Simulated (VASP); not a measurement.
# SnH2 (Fm-3m) in VASP: a series of runs

Runs on SnH2. Level: PBE. Tasks: single point, relaxation of cell and atoms.

Everything below comes from runs of VASP 6.6.1. Logs are shortened: lines on timing, memory, paths and dates and some standing lists are left out, and cuts for length are marked.

### 1 The cell of the first run

The structure is cubic, space group Fm-3m (No. 225). The conventional cell has a = 8.218 Å, b = 8.218 Å, c = 8.218 Å, α = 90.00°, β = 90.00°, γ = 90.00°. Sn (site symmetry m-3m) has 12 H at 2.91 Å and 8 Sn at 3.56 Å within 3.8 Å. Within 2.7 Å of Sn (site symmetry -43m) lie 6 H at 2.05 Å. H (site symmetry mmm) has 2 Sn at 2.05 Å within 2.7 Å.

### 2 Single point, PBE

INCAR

```
SYSTEM = SnH2
PREC     = Accurate       ! precision mode
ENCUT    = 520            ! plane-wave cutoff, eV
EDIFF    = 1E-7           ! SCF threshold, eV
ISMEAR   = 0              ! smearing method
SIGMA    = 0.1            ! smearing width, eV
LREAL    = .False.        ! projectors in reciprocal space
LASPH    = .True.         ! aspherical terms in the spheres
NELM     = 100            ! most SCF steps
ALGO     = Normal         ! electronic algorithm
ISIF     = 2              ! what is computed and relaxed
LWAVE    = .False.        ! write WAVECAR
LCHARG   = .True.         ! write CHGCAR
GGA      = PE             ! functional
LELF     = .True.         ! ELF
LVHAR    = .True.       
NBANDS   = 34             ! bands
```

KPOINTS

```
regular mesh
0
Gamma
  8 8 8
  0 0 0
```

POSCAR

```
SnH2
1.0
    0.0000000000      4.1091956060      4.1091956060
    4.1091956060      0.0000000000      4.1091956060
    4.1091956060      4.1091956060      0.0000000000
Sn H
3 6
Direct
    0.0000000000      0.0000000000      0.0000000000
    0.7500000000      0.7500000000      0.7500000000
    0.2500000000      0.2500000000      0.2500000000
    0.5000000000      0.0000000000      0.0000000000
    0.0000000000      0.5000000000      0.0000000000
    0.0000000000      0.0000000000      0.5000000000
    0.0000000000      0.5000000000      0.5000000000
    0.5000000000      0.0000000000      0.5000000000
    0.5000000000      0.5000000000      0.0000000000
```

Potentials or basis: VASP PAW PBE potentials, release 64 (Sn_d, H).

The run is started by

```console
> cat potpaw_PBE.64/Sn_d/POTCAR potpaw_PBE.64/H/POTCAR > POTCAR
> mpirun -np 1 vasp_std > vasp.out
```

OUTCAR:

```text
SYSTEM = SnH2
   PREC = Accurate
   ENCUT = 520
   EDIFF = 1E-7
   ISMEAR = 0
   LREAL = .False.
   LASPH = .True.
   NELM = 100
   ISIF = 2
   GGA = PE

 ion  position               nearest neighbor table
   1  0.000  0.000  0.000-   2 3.56   2 3.56   2 3.56   2 3.56   3 3.56   3 3.56   3 3.56   3 3.56

   2  0.750  0.750  0.750-   4 2.05   5 2.05   6 2.05   7 2.05   8 2.05   9 2.05   1 3.56   1 3.56
                             1 3.56   1 3.56
   3  0.250  0.250  0.250-   4 2.05   5 2.05   6 2.05   7 2.05   8 2.05   9 2.05   1 3.56   1 3.56
                             1 3.56   1 3.56
   4  0.500  0.000  0.000-   2 2.05   3 2.05
   5  0.000  0.500  0.000-   2 2.05   3 2.05
   6  0.000  0.000  0.500-   2 2.05   3 2.05
   7  0.000  0.500  0.500-   2 2.05   3 2.05
   8  0.500  0.000  0.500-   2 2.05   3 2.05
   9  0.500  0.500  0.000-   2 2.05   3 2.05

  LATTYP: Found a face centered cubic cell.
 ALAT       =     8.2183912120

  Lattice vectors:

 A1 = (   0.0000000000,   4.1091956060,   4.1091956060)
 A2 = (   4.1091956060,   0.0000000000,   4.1091956060)
 A3 = (   4.1091956060,   4.1091956060,   0.0000000000)

Analysis of symmetry for initial positions (statically):
=====================================================================
 Subroutine PRICEL returns:
 Original cell was already a primitive cell.

 Routine SETGRP: Setting up the symmetry group for a
 face centered cubic supercell.

 Subroutine GETGRP returns: Found 48 space group operations
 (whereof 48 operations were pure point group operations)
 out of a pool of 48 trial point group operations.

The static configuration has the point symmetry O_h .

Analysis of symmetry for dynamics (positions and initial velocities):
=====================================================================
 Subroutine PRICEL returns:
 Original cell was already a primitive cell.

 Routine SETGRP: Setting up the symmetry group for a
 face centered cubic supercell.

 Subroutine GETGRP returns: Found 48 space group operations
 (whereof 48 operations were pure point group operations)
 out of a pool of 48 trial point group operations.

The dynamic configuration has the point symmetry O_h .

 Subroutine INISYM returns: Found 48 space group operations
 (whereof 48 operations are pure point group operations),
 and found     1 'primitive' translations

----------------------------------------------------------------------------------------

                                     Primitive cell

  volume of cell :     138.7716

  direct lattice vectors                    reciprocal lattice vectors
     0.000000000  4.109195606  4.109195606    -0.121678316  0.121678316  0.121678316
     4.109195606  0.000000000  4.109195606     0.121678316 -0.121678316  0.121678316
     4.109195606  4.109195606  0.000000000     0.121678316  0.121678316 -0.121678316

  length of vectors
     5.811280156  5.811280156  5.811280156     0.210753025  0.210753025  0.210753025

  position of ions in fractional coordinates (direct lattice)
     0.000000000  0.000000000  0.000000000
     0.750000000  0.750000000  0.750000000
     0.250000000  0.250000000  0.250000000
     0.500000000  0.000000000  0.000000000
     0.000000000  0.500000000  0.000000000
     0.000000000  0.000000000  0.500000000
     0.000000000  0.500000000  0.500000000
     0.500000000  0.000000000  0.500000000
     0.500000000  0.500000000  0.000000000

  ion indices of the primitive-cell ions
   primitive index   ion index
                 1           1
                 2           2
                 3           3
                 4           4
                 5           5
                 6           6
                 7           7
                 8           8
                 9           9

----------------------------------------------------------------------------------------

 KPOINTS: regular mesh

Automatic generation of k-mesh.
 Grid dimensions read from file:
 generate k-points for:    8    8    8

 Generating k-lattice:

  Cartesian coordinates                     Fractional coordinates (reciprocal lattice)
    -0.015209789  0.015209789  0.015209789     0.125000000  0.000000000  0.000000000
     0.015209789 -0.015209789  0.015209789     0.000000000  0.125000000  0.000000000
     0.015209789  0.015209789 -0.015209789     0.000000000  0.000000000  0.125000000

  Length of vectors
     0.026344128  0.026344128  0.026344128

  Shift w.r.t. Gamma in fractional coordinates (k-lattice)
     0.000000000  0.000000000  0.000000000

 Subroutine IBZKPT returns following result:
 ===========================================

 Found     29 irreducible k-points:

 Following reciprocal coordinates:
            Coordinates               Weight
  0.000000  0.000000  0.000000      1.000000
  0.125000  0.000000  0.000000      8.000000
  0.250000  0.000000  0.000000      8.000000
  0.375000  0.000000  0.000000      8.000000
  0.500000  0.000000  0.000000      4.000000
  0.125000  0.125000  0.000000      6.000000
[... 16 lines left out ...]
  0.500000  0.250000  0.125000     48.000000
 -0.375000  0.250000  0.125000     24.000000
 [... further k-points ...]
   k-points           NKPTS =     29   k-points in BZ     NKDIM =     29   number of bands    NBANDS=     34
   number of dos      NEDOS =    301   number of ions     NIONS =      9
   total plane-waves  NPLWV = 110592
   dimension x,y,z NGX =    48 NGY =   48 NGZ =   48
   dimension x,y,z NGXF=    96 NGYF=   96 NGZF=   96
   ions per type =               3   6
   NGX,Y,Z   is equivalent  to a cutoff of  13.73, 13.73, 13.73 a.u.
   NGXF,Y,Z  is equivalent  to a cutoff of  27.46, 27.46, 27.46 a.u.
 SYSTEM =  SnH2
   PREC   = accura    normal or accurate (medium, high low for compatibility)
   ISTART =      0    job   : 0-new  1-cont  2-samecut
   ICHARG =      2    charge: 1-file 2-atom 10-const
   ISPIN  =      1    spin polarized calculation?
   LNONCOLLINEAR =      F non collinear calculations
   LSORBIT =      F    spin-orbit coupling
   LASPH  =      T    aspherical Exc in radial PAW
   ENCUT  =  520.0 eV  38.22 Ry    6.18 a.u.  10.81 10.81 10.81*2*pi/ulx,y,z
   NELM   =    100;   NELMIN=  2; NELMDL= -5     # of ELM steps
   EDIFF  = 0.1E-06   stopping-criterion for ELM
   LREAL  =      F    real-space projection
   EDIFFG = 0.1E-05   stopping-criterion for IOM
   NSW    =      0    number of steps for IOM
   IBRION =     -1    ionic relax: 0-MD 1-quasi-New 2-CG
   NFREE  =      0    steps in history (QN), initial steepest desc. (CG)
   ISIF   =      2    stress and relaxation
   ISYM   =      2    0-nonsym 1-usesym 2-fastsym
   POTIM  = 0.5000    time-step for ionic-motion
   TEBEG  =    0.0;   TEEND  =   0.0 temperature during run
   PSTRESS=    0.0 pullay stress
   NELECT =      48.0000    total number of electrons
   NUPDOWN=      -1.0000    fix difference up-down
   EMIN   =  10.00;   EMAX   =-10.00  energy-range for DOS
   EFERMI =   0.00;   METHOD = LEGACY
   ISMEAR =     0;   SIGMA  =   0.10  broadening in eV -4-tet -1-fermi 0-gaus
   EFERMI_NEDOS =   21; number of points for ismear=-14 and -15
   IALGO  =     38    algorithm
   IMIX   =      4    mixing-type and parameters
     AMIX     =   0.40;   BMIX     =  1.00
     AMIX_MAG =   1.60;   BMIX_MAG =  1.00
  volume/ion in A,a.u.               =      15.42       104.05
  Fermi-wavevector in a.u.,A,eV,Ry     =   1.149181  2.171637 17.968084  1.320617
  Thomas-Fermi vector in A             =   2.285852
   LORBIT       =      0    0 simple, 1 ext, 2 COOP (PROOUT), +10 PAW based schemes
   GGA     = PE    functional components
   LHFCALC =     F    Hartree Fock is set to
   AEXX    =    0.0000 exact exchange contribution
   IVDW    =     0    specifies the selected vdW correction
   LEPSILON=     F    determine dielectric tensor
   LRPA    =     F    only Hartree local field effects (RPA)
 non-spin polarized calculation
 Gauss-broadening in eV      SIGMA  =   0.10
  energy-cutoff  :      520.00
  volume of cell :      138.77
 maximum number of plane-waves:      3759
 NGX is ok and might be reduce to    48
   NGX = 21   NGY = 21   NGZ = 21

 number of electron      48.0000009 magnetization

 Free energy of the ion-electron system (eV)
  ---------------------------------------------------
  ext. energy  EPLUGINS =         0.00000000
  ---------------------------------------------------
  free energy    TOTEN  =       -27.22147879 eV

  energy without entropy =      -27.20948551  energy(sigma->0) =      -27.21548215

 E-fermi :   4.1230     XC(G=0):  -8.5159

 val. band max:        4.0743691238   @ k =  -0.1250   0.1250   0.0000
 cond. band min:       4.1351325806   @ k =  -0.2500   0.5000   0.2500
 fundamental gap:      0.0607634567
 Fermi energy:         4.1230339614

 k-point     1 :       0.0000    0.0000    0.0000
  band No.  band energies     occupation
      1     -18.1641      2.00000
      2     -18.1641      2.00000
      3     -18.1641      2.00000
      4     -18.1603      2.00000
      5     -18.1603      2.00000
      6     -17.4511      2.00000
[... 26 lines left out ...]
     33      12.4531      0.00000
     34      12.4531      0.00000

 k-point     2 :       0.1250    0.0000    0.0000
  band No.  band energies     occupation
      1     -18.1641      2.00000
      2     -18.1641      2.00000
      3     -18.1640      2.00000
      4     -18.1602      2.00000
      5     -18.1602      2.00000
      6     -17.4485      2.00000
[... 26 lines left out ...]
     33      11.8484      0.00000
     34      12.6848      0.00000

 k-point     3 :       0.2500    0.0000    0.0000
  band No.  band energies     occupation
      1     -18.1642      2.00000
      2     -18.1642      2.00000
      3     -18.1638      2.00000
      4     -18.1600      2.00000
      5     -18.1600      2.00000
      6     -17.4408      2.00000
[... 26 lines left out ...]
     33      10.6296      0.00000
     34      12.0135      0.00000

 k-point     4 :       0.3750    0.0000    0.0000
  band No.  band energies     occupation
      1     -18.1642      2.00000
      2     -18.1642      2.00000
      3     -18.1636      2.00000
      4     -18.1597      2.00000
      5     -18.1597      2.00000
      6     -17.4291      2.00000
[... 26 lines left out ...]
     33      10.6700      0.00000
     34      10.6707      0.00000

 k-point     5 :       0.5000    0.0000    0.0000
  band No.  band energies     occupation
      1     -18.1642      2.00000
      2     -18.1642      2.00000
      3     -18.1635      2.00000
      4     -18.1596      2.00000
      5     -18.1596      2.00000
      6     -17.4154      2.00000
[... 621 lines left out ...]
 k-point    22 :       0.3750    0.2500    0.1250
  band No.  band energies     occupation
      1     -18.1642      2.00000
      2     -18.1641      2.00000
      3     -18.1638      2.00000
      4     -18.1599      2.00000
      5     -18.1596      2.00000
      6     -17.4465      2.00000
[... 26 lines left out ...]
     33      11.0482      0.00000
     34      11.2888      0.00000

 k-point    23 :       0.5000    0.2500    0.1250
  band No.  band energies     occupation
      1     -18.1642      2.00000
      2     -18.1641      2.00000
      3     -18.1637      2.00000
      4     -18.1596      2.00000
      5     -18.1594      2.00000
      6     -17.4401      2.00000
[... 26 lines left out ...]
     33      10.7617      0.00000
     34      11.2879      0.00000

 k-point    24 :      -0.3750    0.2500    0.1250
  band No.  band energies     occupation
      1     -18.1642      2.00000
      2     -18.1641      2.00000
      3     -18.1637      2.00000
      4     -18.1595      2.00000
      5     -18.1594      2.00000
      6     -17.4299      2.00000
[... 26 lines left out ...]
     33      10.0030      0.00000
     34      11.1470      0.00000

 [... further k-points ...]

------------------------ aborting loop because EDIFF is reached ----------------------------------------

  FORCE on cell =-STRESS in cart. coord.  units (eV):
  Direction    XX          YY          ZZ          XY          YZ          ZX
  --------------------------------------------------------------------------------------
  -------------------------------------------------------------------------------------
  Total       -0.1098812     -0.1098812     -0.1098812     -0.0000000     -0.0000000      0.0000000
  in kB       -1.2686254     -1.2686254     -1.2686254     -0.0000000     -0.0000000      0.0000000
  external PRESSURE =      -1.2686254 kB  Pullay stress =       0.0000000 kB

 VOLUME and BASIS-vectors are now :
 -----------------------------------------------------------------------------
  energy-cutoff  :      520.00
  volume of cell :      138.77
      direct lattice vectors                 reciprocal lattice vectors
     0.000000000  4.109195606  4.109195606    -0.121678316  0.121678316  0.121678316
     4.109195606  0.000000000  4.109195606     0.121678316 -0.121678316  0.121678316
     4.109195606  4.109195606  0.000000000     0.121678316  0.121678316 -0.121678316

 POSITION                                       TOTAL-FORCE (eV/Angst)
 -----------------------------------------------------------------------------------
      0.00000      0.00000      0.00000        -0.000000      0.000000      0.000000
      6.16379      6.16379      6.16379        -0.000000      0.000000     -0.000000
      2.05460      2.05460      2.05460         0.000000     -0.000000      0.000000
      0.00000      2.05460      2.05460        -0.000000      0.000000      0.000000
      2.05460      0.00000      2.05460        -0.000000      0.000000      0.000000
      2.05460      2.05460      0.00000        -0.000000      0.000000      0.000000
      4.10920      2.05460      2.05460        -0.000000      0.000000      0.000000
      2.05460      4.10920      2.05460        -0.000000      0.000000      0.000000
      2.05460      2.05460      4.10920        -0.000000      0.000000      0.000000
 -----------------------------------------------------------------------------------
    total drift:                               -0.000000     -0.000000      0.000000

  FREE ENERGIE OF THE ION-ELECTRON SYSTEM (eV)
  ---------------------------------------------------
  free  energy   TOTEN  =       -27.2214787857 eV

  energy  without entropy=      -27.2094855067  energy(sigma->0) =      -27.21548215
```

Wall time 1.8 min (1 thread of Intel Xeon 6975P-C (Granite Rapids), shared host); peak memory 0.37 GiB.

What came out:

```yaml
Free_energy: -27.2215 eV
Pressure: -0.1 GPa
Band_gap_on_the_k_mesh: zero (band 24 reaches 5.10 eV, above the bottom of band 25 at 2.79 eV)
```

Levels at points of the mesh, in eV from the Fermi level:
| k point | band 21 | band 22 | band 23 | band 24 | band 25 | band 26 | band 27 | band 28 |
| --- | --- | --- | --- | --- | --- | --- | --- | --- |
| (0.00, 0.00, 0.00) | -5.35 | -2.35 | -2.35 | -1.33 | -1.33 | -1.33 | 1.59 | 1.59 |
| (0.50, 0.00, 0.00) | -4.38 | -4.38 | -2.16 | -1.02 | 0.54 | 0.54 | 2.48 | 4.26 |
| (0.50, 0.50, 0.00) | -4.32 | -2.14 | 0.65 | 0.97 | 1.31 | 1.31 | 1.31 | 1.31 |

Caveat: spin-orbit coupling is left out, which moves the levels of the heavy elements.

(Continued in part 2 of 2.)
